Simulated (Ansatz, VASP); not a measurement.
# One calculation of Be3AgS4, two programs

```
CELL_PARAMETERS angstrom
4.84723 0.00000 0.00000
0.00000 4.84723 0.00000
0.00000 0.00000 4.84723
ATOMIC_POSITIONS crystal
Be 0.00000 0.50000 0.50000
Be 0.50000 0.00000 0.50000
Be 0.50000 0.50000 0.00000
Ag 0.50000 0.50000 0.50000
S 0.50000 0.00000 0.00000
S 0.00000 0.50000 0.00000
S 0.00000 0.00000 0.50000
S 0.00000 0.00000 0.00000
```

Alike in both runs: functional PBE; k mesh 4 × 4 × 4; occupations gaussian, width 0.1 eV; no spin polarisation.

Ansatz relaxed the structure, and its values are those at the end. VASP's run is a single point on that final structure, the one shown.

```csv
,VASP,Ansatz
version,VASP 6.6.1,Ansatz 0.2.0
potentials or method,"VASP PAW PBE potentials, release 64 (Be, Ag, S), cutoff 520 eV","scalar-relativistic, plane waves, PAW"
valence electrons in the cell,41,49
```

```csv
,VASP,Ansatz,Ansatz less VASP
gap on the k mesh at the Fermi level (eV),none,none,-
pressure (GPa),-0.1,0.0,+0.10
```

A gap of «none» marks a metal or a gap that the smearing closes. VASP's potentials hold 41 valence electrons a cell and Ansatz's 49, so a difference there can come from the potentials and not from the codes.
